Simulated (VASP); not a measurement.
# CdTe (P-6m2) in VASP: a series of runs

The runs below take CdTe through single point, relaxation of cell and atoms, with PBE.

Everything below comes from runs of VASP 6.6.1. Logs are shortened: lines on timing, memory, paths and dates and some standing lists are left out, and cuts for length are marked.

## (1) The cell of the first run

Symmetry: P-6m2, No. 187, hexagonal system. Conventional cell: a = 3.831 Å, b = 3.831 Å, c = 3.730 Å, α = 90.00°, β = 90.00°, γ = 120.00°. Cd (site symmetry -6m2) has 6 Te at 2.89 Å and 8 Cd at 3.73 to 3.83 Å within 3.9 Å. Within 3.9 Å of Te (site symmetry -6m2) lie 6 Cd at 2.89 Å and 8 Te at 3.73 to 3.83 Å.

The cell was built from a structure type or drawn by symmetry, and may not be a known phase.

## (2) Single point, PBE

INCAR

```
SYSTEM = CdTe
PREC = Accurate
ENCUT = 520
EDIFF = 1E-7
ISMEAR = 0
SIGMA = 0.1
LREAL = .FALSE.
LASPH = .TRUE.
NELM = 100
ALGO = Normal
ISIF = 2
LWAVE = .FALSE.
LCHARG = .TRUE.
GGA = PE
LELF = .TRUE.
LVHAR = .TRUE.
NBANDS = 16
```

KPOINTS

```
regular mesh
0
G
  6 6 6
  0 0 0
```

POSCAR

```
CdTe
1.0
    3.8311533500      0.0000000000      0.0000000000
   -1.9155766800      3.3178761300      0.0000000000
    0.0000000000      0.0000000000      3.7298000200
Cd Te
1 1
Direct
    0.0000000000      0.0000000000      0.0000000000
    0.6666666700      0.3333333300      0.5000000000
```

Potentials or basis: VASP PAW PBE potentials, release 64 (Cd, Te).

Launch:

```
$ cat potpaw_PBE.64/Cd/POTCAR potpaw_PBE.64/Te/POTCAR > POTCAR
$ mpirun -np 1 vasp_std > vasp.out
```

OUTCAR:

```text
SYSTEM = CdTe
   PREC = Accurate
   ENCUT = 520
   EDIFF = 1E-7
   ISMEAR = 0
   LREAL = .FALSE.
   LASPH = .TRUE.
   NELM = 100
   ISIF = 2
   GGA = PE

 ion  position               nearest neighbor table
   1  0.000  0.000  0.000-   2 2.89   2 2.89   2 2.89   2 2.89   2 2.89   2 2.89
   2  0.667  0.333  0.500-   1 2.89   1 2.89   1 2.89   1 2.89   1 2.89   1 2.89

  LATTYP: Found a hexagonal cell.
 ALAT       =     3.8311533500
 C/A-ratio  =     0.9735449561

  Lattice vectors:

 A1 = (   3.8311533500,   0.0000000000,   0.0000000000)
 A2 = (  -1.9155766800,   3.3178761300,   0.0000000000)
 A3 = (   0.0000000000,   0.0000000000,   3.7298000200)

Analysis of symmetry for initial positions (statically):
=====================================================================
 Subroutine PRICEL returns:
 Original cell was already a primitive cell.

 Routine SETGRP: Setting up the symmetry group for a
 hexagonal supercell.

 Subroutine GETGRP returns: Found 12 space group operations
 (whereof 12 operations were pure point group operations)
 out of a pool of 24 trial point group operations.

The static configuration has the point symmetry D_3h.

Analysis of symmetry for dynamics (positions and initial velocities):
=====================================================================
 Subroutine PRICEL returns:
 Original cell was already a primitive cell.

 Routine SETGRP: Setting up the symmetry group for a
 hexagonal supercell.

 Subroutine GETGRP returns: Found 12 space group operations
 (whereof 12 operations were pure point group operations)
 out of a pool of 24 trial point group operations.

The dynamic configuration has the point symmetry D_3h.

 Subroutine INISYM returns: Found 12 space group operations
 (whereof 12 operations are pure point group operations),
 and found     1 'primitive' translations

----------------------------------------------------------------------------------------

                                     Primitive cell

  volume of cell :      47.4106

  direct lattice vectors                    reciprocal lattice vectors
     3.831153350  0.000000000  0.000000000     0.261018004  0.150698815  0.000000000
    -1.915576680  3.317876130  0.000000000     0.000000000  0.301397629  0.000000000
     0.000000000  0.000000000  3.729800020     0.000000000  0.000000000  0.268110889

  length of vectors
     3.831153350  3.831153355  3.729800020     0.301397630  0.301397629  0.268110889

  position of ions in fractional coordinates (direct lattice)
     0.000000000  0.000000000  0.000000000
     0.666666670  0.333333330  0.500000000

  ion indices of the primitive-cell ions
   primitive index   ion index
                 1           1
                 2           2

----------------------------------------------------------------------------------------

 KPOINTS: regular mesh

Automatic generation of k-mesh.
 Grid dimensions read from file:
 generate k-points for:    6    6    6

 Generating k-lattice:

  Cartesian coordinates                     Fractional coordinates (reciprocal lattice)
     0.043503001  0.025116469  0.000000000     0.166666667  0.000000000  0.000000000
     0.000000000  0.050232938  0.000000000     0.000000000  0.166666667  0.000000000
     0.000000000  0.000000000  0.044685148     0.000000000  0.000000000  0.166666667

  Length of vectors
     0.050232938  0.050232938  0.044685148

  Shift w.r.t. Gamma in fractional coordinates (k-lattice)
     0.000000000  0.000000000  0.000000000

 Subroutine IBZKPT returns following result:
 ===========================================

 Found     28 irreducible k-points:

 Following reciprocal coordinates:
            Coordinates               Weight
  0.000000  0.000000  0.000000      1.000000
  0.166667 -0.000000  0.000000      6.000000
  0.333333  0.000000  0.000000      6.000000
  0.500000  0.000000  0.000000      3.000000
  0.166667  0.166667  0.000000      6.000000
  0.333333  0.166667  0.000000     12.000000
[... 16 lines left out ...]
  0.166667 -0.000000  0.500000      6.000000
  0.333333  0.000000  0.500000      6.000000
 [... further k-points ...]
   k-points           NKPTS =     28   k-points in BZ     NKDIM =     28   number of bands    NBANDS=     16
   number of dos      NEDOS =    301   number of ions     NIONS =      2
   total plane-waves  NPLWV =  21952
   dimension x,y,z NGX =    28 NGY =   28 NGZ =   28
   dimension x,y,z NGXF=    56 NGYF=   56 NGZF=   56
   ions per type =               1   1
   NGX,Y,Z   is equivalent  to a cutoff of  12.15, 12.15, 12.48 a.u.
   NGXF,Y,Z  is equivalent  to a cutoff of  24.30, 24.30, 24.96 a.u.
 SYSTEM =  CdTe
   PREC   = accura    normal or accurate (medium, high low for compatibility)
   ISTART =      0    job   : 0-new  1-cont  2-samecut
   ICHARG =      2    charge: 1-file 2-atom 10-const
   ISPIN  =      1    spin polarized calculation?
   LNONCOLLINEAR =      F non collinear calculations
   LSORBIT =      F    spin-orbit coupling
   LASPH  =      T    aspherical Exc in radial PAW
   ENCUT  =  520.0 eV  38.22 Ry    6.18 a.u.   7.12  7.12  6.93*2*pi/ulx,y,z
   NELM   =    100;   NELMIN=  2; NELMDL= -5     # of ELM steps
   EDIFF  = 0.1E-06   stopping-criterion for ELM
   LREAL  =      F    real-space projection
   EDIFFG = 0.1E-05   stopping-criterion for IOM
   NSW    =      0    number of steps for IOM
   IBRION =     -1    ionic relax: 0-MD 1-quasi-New 2-CG
   NFREE  =      0    steps in history (QN), initial steepest desc. (CG)
   ISIF   =      2    stress and relaxation
   ISYM   =      2    0-nonsym 1-usesym 2-fastsym
   POTIM  = 0.5000    time-step for ionic-motion
   TEBEG  =    0.0;   TEEND  =   0.0 temperature during run
   PSTRESS=    0.0 pullay stress
   NELECT =      18.0000    total number of electrons
   NUPDOWN=      -1.0000    fix difference up-down
   EMIN   =  10.00;   EMAX   =-10.00  energy-range for DOS
   EFERMI =   0.00;   METHOD = LEGACY
   ISMEAR =     0;   SIGMA  =   0.10  broadening in eV -4-tet -1-fermi 0-gaus
   EFERMI_NEDOS =   21; number of points for ismear=-14 and -15
   IALGO  =     38    algorithm
   IMIX   =      4    mixing-type and parameters
     AMIX     =   0.40;   BMIX     =  1.00
     AMIX_MAG =   1.60;   BMIX_MAG =  1.00
  volume/ion in A,a.u.               =      23.71       159.97
  Fermi-wavevector in a.u.,A,eV,Ry     =   1.185425  2.240128 19.119333  1.405231
  Thomas-Fermi vector in A             =   2.321618
   LORBIT       =      0    0 simple, 1 ext, 2 COOP (PROOUT), +10 PAW based schemes
   GGA     = PE    functional components
   LHFCALC =     F    Hartree Fock is set to
   AEXX    =    0.0000 exact exchange contribution
   IVDW    =     0    specifies the selected vdW correction
   LEPSILON=     F    determine dielectric tensor
   LRPA    =     F    only Hartree local field effects (RPA)
 non-spin polarized calculation
 Gauss-broadening in eV      SIGMA  =   0.10
  energy-cutoff  :      520.00
  volume of cell :       47.41
 maximum number of plane-waves:      1310
   NGX = 15   NGY = 15   NGZ = 13

 number of electron      18.0000008 magnetization

 Free energy of the ion-electron system (eV)
  ---------------------------------------------------
  ext. energy  EPLUGINS =         0.00000000
  ---------------------------------------------------
  free energy    TOTEN  =        -3.65367691 eV

  energy without entropy =       -3.64209577  energy(sigma->0) =       -3.64788634

 E-fermi :   6.2352     XC(G=0): -10.5983

 val. band max:        6.2222804096   @ k =   0.3333   0.0000   0.5000
 cond. band min:       6.3023487300   @ k =   0.3333   0.1667   0.0000
 fundamental gap:      0.0800683205
 Fermi energy:         6.2352231401

 k-point     1 :       0.0000    0.0000    0.0000
  band No.  band energies     occupation
      1      -7.0276      2.00000
      2      -2.8948      2.00000
      3      -2.8245      2.00000
      4      -2.8245      2.00000
      5      -2.6038      2.00000
      6      -2.6038      2.00000
[... 8 lines left out ...]
     15      17.4044      0.00000
     16      19.0944      0.00000

 k-point     2 :       0.1667   -0.0000    0.0000
  band No.  band energies     occupation
      1      -6.7562      2.00000
      2      -2.9152      2.00000
      3      -2.7760      2.00000
      4      -2.7532      2.00000
      5      -2.6734      2.00000
      6      -2.6106      2.00000
[... 8 lines left out ...]
     15      16.6263      0.00000
     16      17.9546      0.00000

 k-point     3 :       0.3333    0.0000    0.0000
  band No.  band energies     occupation
      1      -6.0976      2.00000
      2      -2.9384      2.00000
      3      -2.8008      2.00000
      4      -2.6328      2.00000
      5      -2.6243      2.00000
      6      -2.6010      2.00000
[... 8 lines left out ...]
     15      16.7519      0.00000
     16      17.8086      0.00000

 k-point     4 :       0.5000    0.0000    0.0000
  band No.  band energies     occupation
      1      -5.6770      2.00000
      2      -2.9153      2.00000
      3      -2.8595      2.00000
      4      -2.6311      2.00000
      5      -2.5193      2.00000
      6      -2.4917      2.00000
[... 8 lines left out ...]
     15      17.8496      0.00000
     16      18.4067      0.00000

 k-point     5 :       0.1667    0.1667    0.0000
  band No.  band energies     occupation
      1      -6.2841      2.00000
      2      -2.9316      2.00000
      3      -2.7615      2.00000
      4      -2.7312      2.00000
      5      -2.6299      2.00000
      6      -2.5907      2.00000
[... 8 lines left out ...]
     15      16.5580      0.00000
     16      17.1991      0.00000

 k-point     6 :       0.3333    0.1667    0.0000
  band No.  band energies     occupation
      1      -5.6976      2.00000
      2      -2.9198      2.00000
      3      -2.8367      2.00000
      4      -2.6548      2.00000
      5      -2.6407      2.00000
      6      -2.3653      2.00000
[... 8 lines left out ...]
     15      16.0269      0.00000
     16      16.0678      0.00000

 k-point     7 :       0.3333    0.3333    0.0000
  band No.  band energies     occupation
      1      -5.4861      2.00000
      2      -2.9110      2.00000
      3      -2.8360      2.00000
      4      -2.6883      2.00000
      5      -2.6346      2.00000
      6      -2.1832      2.00000
[... 8 lines left out ...]
     15      15.1685      0.00000
     16      15.5935      0.00000

 k-point     8 :       0.0000    0.0000    0.1667
  band No.  band energies     occupation
      1      -6.7886      2.00000
      2      -2.8540      2.00000
      3      -2.8067      2.00000
      4      -2.8067      2.00000
      5      -2.6431      2.00000
      6      -2.6431      2.00000
[... 8 lines left out ...]
     15      16.2748      0.00000
     16      17.0085      0.00000

 k-point     9 :       0.1667   -0.0000    0.1667
  band No.  band energies     occupation
      1      -6.5356      2.00000
      2      -2.8739      2.00000
      3      -2.7564      2.00000
      4      -2.7478      2.00000
      5      -2.6933      2.00000
      6      -2.6484      2.00000
[... 8 lines left out ...]
     15      16.3556      0.00000
     16      17.0488      0.00000
[... 172 lines left out ...]
 k-point    19 :       0.1667    0.1667    0.3333
  band No.  band energies     occupation
      1      -5.6910      2.00000
      2      -2.9141      2.00000
      3      -2.8199      2.00000
      4      -2.6697      2.00000
      5      -2.6126      2.00000
      6      -2.4232      2.00000
[... 8 lines left out ...]
     15      17.3987      0.00000
     16      17.6430      0.00000

 k-point    20 :       0.3333    0.1667    0.3333
  band No.  band energies     occupation
      1      -5.3604      2.00000
      2      -2.9888      2.00000
      3      -2.8926      2.00000
      4      -2.5917      2.00000
      5      -2.5479      2.00000
      6      -1.9705      2.00000
[... 8 lines left out ...]
     15      17.6848      0.00000
     16      19.8363      0.00000

 k-point    21 :       0.3333    0.3333    0.3333
  band No.  band energies     occupation
      1      -5.2456      2.00000
      2      -3.0306      2.00000
      3      -2.8847      2.00000
      4      -2.6160      2.00000
      5      -2.5453      2.00000
      6      -1.6989      2.00000
[... 8 lines left out ...]
     15      17.2418      0.00000
     16      20.1397      0.00000

 k-point    22 :       0.0000    0.0000    0.5000
  band No.  band energies     occupation
      1      -5.7689      2.00000
      2      -2.8223      2.00000
      3      -2.7825      2.00000
      4      -2.7825      2.00000
      5      -2.7265      2.00000
      6      -2.7265      2.00000
[... 8 lines left out ...]
     15      14.7009      0.00000
     16      15.5765      0.00000

 k-point    23 :       0.1667   -0.0000    0.5000
  band No.  band energies     occupation
      1      -5.6453      2.00000
      2      -2.8570      2.00000
      3      -2.8165      2.00000
      4      -2.6701      2.00000
      5      -2.6416      2.00000
      6      -2.6342      2.00000
[... 8 lines left out ...]
     15      15.5742      0.00000
     16      17.3345      0.00000

 k-point    24 :       0.3333    0.0000    0.5000
  band No.  band energies     occupation
      1      -5.3886      2.00000
      2      -2.9577      2.00000
      3      -2.8842      2.00000
      4      -2.5535      2.00000
      5      -2.4791      2.00000
      6      -2.1999      2.00000
[... 8 lines left out ...]
     15      17.8617      0.00000
     16      19.9917      0.00000

 [... further k-points ...]

------------------------ aborting loop because EDIFF is reached ----------------------------------------

  FORCE on cell =-STRESS in cart. coord.  units (eV):
  Direction    XX          YY          ZZ          XY          YZ          ZX
  --------------------------------------------------------------------------------------
  -------------------------------------------------------------------------------------
  Total        4.6369757      4.6369757      4.4161851     -0.0000000     -0.0000000      0.0000000
  in kB      156.7004161    156.7004163    149.2390931     -0.0000002     -0.0000000      0.0000000
  external PRESSURE =     154.2133085 kB  Pullay stress =       0.0000000 kB

 VOLUME and BASIS-vectors are now :
 -----------------------------------------------------------------------------
  energy-cutoff  :      520.00
  volume of cell :       47.41
      direct lattice vectors                 reciprocal lattice vectors
     3.831153350  0.000000000  0.000000000     0.261018004  0.150698815  0.000000000
    -1.915576680  3.317876130  0.000000000     0.000000000  0.301397629  0.000000000
     0.000000000  0.000000000  3.729800020     0.000000000  0.000000000  0.268110889

 POSITION                                       TOTAL-FORCE (eV/Angst)
 -----------------------------------------------------------------------------------
      0.00000      0.00000      0.00000        -0.000000      0.000000      0.000000
      1.91558      1.10596      1.86490         0.000000      0.000000      0.000000
 -----------------------------------------------------------------------------------
    total drift:                               -0.000004      0.000002     -0.000000

  FREE ENERGIE OF THE ION-ELECTRON SYSTEM (eV)
  ---------------------------------------------------
  free  energy   TOTEN  =        -3.6536769125 eV

  energy  without entropy=       -3.6420957710  energy(sigma->0) =       -3.64788634
```

Wall time 16 s (1 thread of Intel Xeon Platinum 8488C (Sapphire Rapids), shared host); peak memory 0.16 GiB.

Results:

```yaml
Free_energy: -3.6537 eV
Pressure: 15.4 GPa
Band_gap_on_the_k_mesh: zero (bands 9 and 10 overlap by 2.12 eV)
```

Caveat: the cell stands under pressure; spin-orbit coupling is left out, which moves the levels of the heavy elements.

## (3) Single point, PBE

This run uses another cell than the first one, of 29.92 Å³/atom.

INCAR

```
PREC = Accurate ; ENCUT = 520
EDIFF = 1E-7 ; ISMEAR = 0
SIGMA = 0.1 ; LREAL = F
LASPH = T ; NELM = 80
ALGO = Normal ; ISIF = 2
LWAVE = F ; LCHARG = T
GGA = PE ; LELF = T
LVHAR = T ; NBANDS = 16
```

KPOINTS

```
regular mesh
0
Gamma
  6 6 6
```

POSCAR

```
CdTe
1.0
    4.3239072571      0.0000000033      0.0000000000
   -2.1619536314      3.7446135266      0.0000000000
    0.0000000000      0.0000000000      3.6954606715
Cd Te
1 1
Direct
    0.0000000000      0.0000000000      0.0000000000
    0.6666666667      0.3333333333      0.5000000000
```

Potentials or basis: VASP PAW PBE potentials, release 64 (Cd, Te).

Launch:

```
$ cat potpaw_PBE.64/Cd/POTCAR potpaw_PBE.64/Te/POTCAR > POTCAR
$ mpirun -np 1 vasp_std > vasp.out
```

Run time: 17 s. Hardware: 1 thread of Intel Xeon Platinum 8488C (Sapphire Rapids), shared host; peak memory 0.18 GiB.

Results (log left out):

```
Free energy            : -4.1701 eV
Pressure               : 0.3 GPa
Band gap on the k mesh : zero (bands 9 and 10 overlap by 2.06 eV)
```

Levels at points of the mesh, in eV from the Fermi level:
| k point | band 6 | band 7 | band 8 | band 9 | band 10 | band 11 | band 12 | band 13 |
| --- | --- | --- | --- | --- | --- | --- | --- | --- |
| (0.00, 0.00, 0.00) | -8.60 | -1.09 | -1.09 | -0.82 | -0.55 | 4.25 | 4.25 | 5.12 |
| (0.50, 0.00, 0.00) | -8.50 | -5.53 | -2.31 | 0.46 | 0.91 | 5.19 | 6.09 | 6.38 |
| (0.00, 0.00, 0.50) | -8.62 | -5.77 | -0.20 | -0.20 | 2.87 | 3.41 | 5.36 | 5.36 |
| (0.50, 0.00, 0.50) | -8.18 | -4.21 | -3.44 | -1.44 | -0.58 | 3.50 | 3.64 | 4.72 |

Caveat: spin-orbit coupling is left out, which moves the levels of the heavy elements.

[end of part 1 of 2]
